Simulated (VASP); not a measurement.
# Al2Cu (I4/mmm) in VASP: a series of runs, part 3 of 4

VASP 6.6.1.

## 5. Single point, PBE

This run uses another cell than the first one, of 15.67 Å³/atom, 1.064 times its volume.

INCAR

```
SYSTEM = Al2Cu
  PREC = Accurate
  ENCUT = 520
  EDIFF = 1E-7
  ISMEAR = -1
  SIGMA = 0.05
  LREAL = .False.
  LASPH = .True.
  NELM = 60
  ALGO = Normal
  ISIF = 2
  LWAVE = .False.
  LCHARG = .False.
  GGA = PE
  NBANDS = 16
```

KPOINTS

```
Automatic mesh
0
Gamma
  9 9 9
  0 0 0
```

POSCAR

```
Al2Cu
1.0
   -2.0303375000      2.0303375000      2.8510940000
    2.0303375000     -2.0303375000      2.8510940000
    2.0303375000      2.0303375000     -2.8510940000
Cu Al
1 2
Direct
    0.5000000000      0.5000000000      0.0000000000
    0.2500000000      0.7500000000      0.5000000000
    0.7500000000      0.2500000000      0.5000000000
```

Potentials or basis: VASP PAW PBE potentials, release 64 (Cu, Al).

On the command line:

```
> cat potpaw_PBE.64/Cu/POTCAR potpaw_PBE.64/Al/POTCAR > POTCAR
> mpirun -np 1 vasp_std > vasp.out
```

OUTCAR:

```text
SYSTEM = Al2Cu
   PREC = Accurate
   ENCUT = 520
   EDIFF = 1E-7
   ISMEAR = -1
   LREAL = .False.
   LASPH = .True.
   NELM = 60
   ISIF = 2
   GGA = PE

 ion  position               nearest neighbor table
   1  0.500  0.500  0.000-   2 2.48   3 2.48   2 2.48   3 2.48   2 2.48   3 2.48   2 2.48   3 2.48

   2  0.250  0.750  0.500-   1 2.48   1 2.48   1 2.48   1 2.48   3 2.85   3 2.85   3 2.87   3 2.87
                             3 2.87   3 2.87
   3  0.750  0.250  0.500-   1 2.48   1 2.48   1 2.48   1 2.48   2 2.85   2 2.85   2 2.87   2 2.87
                             2 2.87   2 2.87

  LATTYP: Found a body centered tetragonal cell.
 ALAT       =     4.0606750000
 C/A-ratio  =     1.4042463384

  Lattice vectors:

 A1 = (  -2.0303375000,   2.0303375000,   2.8510940000)
 A2 = (   2.0303375000,  -2.0303375000,   2.8510940000)
 A3 = (   2.0303375000,   2.0303375000,  -2.8510940000)

Analysis of symmetry for initial positions (statically):
=====================================================================
 Subroutine PRICEL returns:
 Original cell was already a primitive cell.

 Routine SETGRP: Setting up the symmetry group for a
 body centered tetragonal supercell.

 Subroutine GETGRP returns: Found 16 space group operations
 (whereof 16 operations were pure point group operations)
 out of a pool of 16 trial point group operations.

The static configuration has the point symmetry D_4h.

Analysis of symmetry for dynamics (positions and initial velocities):
=====================================================================
 Subroutine PRICEL returns:
 Original cell was already a primitive cell.

 Routine SETGRP: Setting up the symmetry group for a
 body centered tetragonal supercell.

 Subroutine GETGRP returns: Found 16 space group operations
 (whereof 16 operations were pure point group operations)
 out of a pool of 16 trial point group operations.

The dynamic configuration has the point symmetry D_4h.

 Subroutine INISYM returns: Found 16 space group operations
 (whereof 16 operations are pure point group operations),
 and found     1 'primitive' translations

----------------------------------------------------------------------------------------

                                     Primitive cell

  volume of cell :      47.0119

  direct lattice vectors                    reciprocal lattice vectors
    -2.030337500  2.030337500  2.851094000     0.000000000  0.246264476  0.175371279
     2.030337500 -2.030337500  2.851094000     0.246264476  0.000000000  0.175371279
     2.030337500  2.030337500 -2.851094000     0.246264476  0.246264476  0.000000000

  length of vectors
     4.046390703  4.046390703  4.046390703     0.302326442  0.302326442  0.348270562

  position of ions in fractional coordinates (direct lattice)
     0.500000000  0.500000000  0.000000000
     0.250000000  0.750000000  0.500000000
     0.750000000  0.250000000  0.500000000

  ion indices of the primitive-cell ions
   primitive index   ion index
                 1           1
                 2           2
                 3           3

----------------------------------------------------------------------------------------

[... 23 lines left out ...]

 Following reciprocal coordinates:
            Coordinates               Weight
  0.000000  0.000000  0.000000      1.000000
  0.111111  0.000000 -0.000000      8.000000
  0.222222  0.000000  0.000000      8.000000
  0.333333  0.000000 -0.000000      8.000000
  0.444444  0.000000  0.000000      8.000000
  0.111111  0.111111 -0.000000      8.000000
[... 16 lines left out ...]
 -0.333333  0.333333  0.000000      4.000000
  0.444444  0.444444  0.000000      8.000000
 [... further k-points ...]
   k-points           NKPTS =     75   k-points in BZ     NKDIM =     75   number of bands    NBANDS=     16
   number of dos      NEDOS =    301   number of ions     NIONS =      3
   total plane-waves  NPLWV =  27000
   dimension x,y,z NGX =    30 NGY =   30 NGZ =   30
   dimension x,y,z NGXF=    60 NGYF=   60 NGZF=   60
   ions per type =               1   2
   NGX,Y,Z   is equivalent  to a cutoff of  12.33, 12.33, 12.33 a.u.
   NGXF,Y,Z  is equivalent  to a cutoff of  24.65, 24.65, 24.65 a.u.
 SYSTEM =  Al2Cu
   PREC   = accura    normal or accurate (medium, high low for compatibility)
   ISTART =      0    job   : 0-new  1-cont  2-samecut
   ICHARG =      2    charge: 1-file 2-atom 10-const
   ISPIN  =      1    spin polarized calculation?
   LNONCOLLINEAR =      F non collinear calculations
   LSORBIT =      F    spin-orbit coupling
   LASPH  =      T    aspherical Exc in radial PAW
   ENCUT  =  520.0 eV  38.22 Ry    6.18 a.u.   7.52  7.52  7.52*2*pi/ulx,y,z
   NELM   =     60;   NELMIN=  2; NELMDL= -5     # of ELM steps
   EDIFF  = 0.1E-06   stopping-criterion for ELM
   LREAL  =      F    real-space projection
   EDIFFG = 0.1E-05   stopping-criterion for IOM
   NSW    =      0    number of steps for IOM
   IBRION =     -1    ionic relax: 0-MD 1-quasi-New 2-CG
   NFREE  =      0    steps in history (QN), initial steepest desc. (CG)
   ISIF   =      2    stress and relaxation
   ISYM   =      2    0-nonsym 1-usesym 2-fastsym
   POTIM  = 0.5000    time-step for ionic-motion
   TEBEG  =    0.0;   TEEND  =   0.0 temperature during run
   PSTRESS=    0.0 pullay stress
   NELECT =      17.0000    total number of electrons
   NUPDOWN=      -1.0000    fix difference up-down
   EMIN   =  10.00;   EMAX   =-10.00  energy-range for DOS
   EFERMI =   0.00;   METHOD = LEGACY
   ISMEAR =    -1;   SIGMA  =   0.05  broadening in eV -4-tet -1-fermi 0-gaus
   EFERMI_NEDOS =   21; number of points for ismear=-14 and -15
   IALGO  =     38    algorithm
   IMIX   =      4    mixing-type and parameters
     AMIX     =   0.40;   BMIX     =  1.00
     AMIX_MAG =   1.60;   BMIX_MAG =  1.00
  volume/ion in A,a.u.               =      15.67       105.75
  Fermi-wavevector in a.u.,A,eV,Ry     =   1.166331  2.204046 18.508385  1.360328
  Thomas-Fermi vector in A             =   2.302845
   LORBIT       =      0    0 simple, 1 ext, 2 COOP (PROOUT), +10 PAW based schemes
   GGA     = PE    functional components
   LHFCALC =     F    Hartree Fock is set to
   AEXX    =    0.0000 exact exchange contribution
   IVDW    =     0    specifies the selected vdW correction
   LEPSILON=     F    determine dielectric tensor
   LRPA    =     F    only Hartree local field effects (RPA)
 non-spin polarized calculation
  energy-cutoff  :      520.00
  volume of cell :       47.01
 maximum number of plane-waves:      1289
 NGX is ok and might be reduce to    30
   NGX = 15   NGY = 15   NGZ = 15

 number of electron      17.0000003 magnetization

 Free energy of the ion-electron system (eV)
  ---------------------------------------------------
  ext. energy  EPLUGINS =         0.00000000
  ---------------------------------------------------
  free energy    TOTEN  =       -11.72678981 eV

  energy without entropy =      -11.71379283  energy(sigma->0) =      -11.72029132

 E-fermi :   7.1621     XC(G=0): -10.5219

 val. band max:        7.1609356817   @ k =  -0.1111   0.1111   0.1111
 cond. band min:       7.1676290748   @ k =   0.1111   0.1111  -0.0000
 fundamental gap:      0.0066933931
 Fermi energy:         7.1621183577

 k-point     1 :       0.0000    0.0000    0.0000
  band No.  band energies     occupation
      1      -3.1144      2.00000
      2       2.5668      2.00000
      3       2.5723      2.00000
      4       2.5723      2.00000
      5       3.1286      2.00000
      6       3.1380      2.00000
[... 433 lines left out ...]
      3       1.9515      2.00000
      4       3.0624      2.00000
      5       3.1259      2.00000
      6       3.2561      2.00000
[... 8 lines left out ...]
     15      17.8983      0.00000
     16      19.0516      0.00000

 [... further k-points ...]

------------------------ aborting loop because EDIFF is reached ----------------------------------------

  FORCE on cell =-STRESS in cart. coord.  units (eV):
  Direction    XX          YY          ZZ          XY          YZ          ZX
  --------------------------------------------------------------------------------------
  -------------------------------------------------------------------------------------
  Total        0.8894201      0.8894201      0.9294096      0.0000000      0.0000000      0.0000000
  in kB       30.3116462     30.3116462     31.6744969      0.0000000      0.0000000      0.0000000
  external PRESSURE =      30.7659298 kB  Pullay stress =       0.0000000 kB

 VOLUME and BASIS-vectors are now :
 -----------------------------------------------------------------------------
  energy-cutoff  :      520.00
  volume of cell :       47.01
      direct lattice vectors                 reciprocal lattice vectors
    -2.030337500  2.030337500  2.851094000     0.000000000  0.246264476  0.175371279
     2.030337500 -2.030337500  2.851094000     0.246264476  0.000000000  0.175371279
     2.030337500  2.030337500 -2.851094000     0.246264476  0.246264476  0.000000000

 POSITION                                       TOTAL-FORCE (eV/Angst)
 -----------------------------------------------------------------------------------
      0.00000      0.00000      2.85109         0.000000      0.000000      0.000000
      2.03034      0.00000      1.42555         0.000000     -0.000000     -0.000000
      0.00000      2.03034      1.42555        -0.000000     -0.000000     -0.000000
 -----------------------------------------------------------------------------------
    total drift:                                0.000000     -0.000000      0.000000

  FREE ENERGIE OF THE ION-ELECTRON SYSTEM (eV)
  ---------------------------------------------------
  free  energy   TOTEN  =       -11.7267898129 eV

  energy  without entropy=      -11.7137928338  energy(sigma->0) =      -11.72029132
```

OSZICAR:

```text
N       E                     dE             d eps       ncg     rms          rms(c)
DAV:   1     0.615775225661E+02    0.61578E+02   -0.68504E+03  2416   0.113E+03
DAV:   2    -0.114911853169E+02   -0.73069E+02   -0.64302E+02  2560   0.199E+02
DAV:   3    -0.140530462681E+02   -0.25619E+01   -0.25073E+01  3272   0.419E+01
DAV:   4    -0.141101894501E+02   -0.57143E-01   -0.57113E-01  2968   0.538E+00
DAV:   5    -0.141127509843E+02   -0.25615E-02   -0.25615E-02  3672   0.124E+00    0.152E+01
DAV:   6    -0.164806624866E+02   -0.23679E+01   -0.44882E+01  2704   0.218E+02    0.125E+01
DAV:   7    -0.119069778350E+02    0.45737E+01   -0.11313E+01  3016   0.776E+01    0.247E+00
DAV:   8    -0.117569558687E+02    0.15002E+00   -0.11241E+00  3520   0.292E+01    0.167E+00
DAV:   9    -0.117279661101E+02    0.28990E-01   -0.12076E-01  3616   0.760E+00    0.314E-01
DAV:  10    -0.117295848642E+02   -0.16188E-02   -0.25276E-03  3912   0.106E+00    0.381E-01
DAV:  11    -0.117268050361E+02    0.27798E-02   -0.87338E-03  3104   0.319E+00    0.533E-02
DAV:  12    -0.117268285361E+02   -0.23500E-04   -0.48672E-04  3024   0.197E-01    0.467E-02
DAV:  13    -0.117267927861E+02    0.35750E-04   -0.59838E-05  3424   0.236E-01    0.135E-02
DAV:  14    -0.117267895709E+02    0.32152E-05   -0.10717E-05  3744   0.822E-02    0.682E-04
DAV:  15    -0.117267897658E+02   -0.19487E-06   -0.70652E-07  3328   0.177E-02    0.260E-03
DAV:  16    -0.117267898129E+02   -0.47057E-07   -0.56344E-08  1496   0.794E-03
   1 F= -.11726790E+02 E0= -.11720291E+02  d E =-.129970E-01
```

It took 35 s on 1 thread of Intel Xeon 6975P-C (Granite Rapids), shared host; peak memory 0.19 GiB.

Results:

| Item | Value |
| --- | --- |
| Free energy | -11.7268 eV |
| Pressure | 3.1 GPa |

Levels at points of the mesh, in eV from the Fermi level:
| k point | band 6 | band 7 | band 8 | band 9 | band 10 | band 11 | band 12 | band 13 |
| --- | --- | --- | --- | --- | --- | --- | --- | --- |
| (0.00, 0.00, 0.00) | -4.02 | 2.90 | 2.93 | 2.93 | 2.98 | 2.98 | 2.98 | 4.36 |

(Continued in part 4 of 4.)
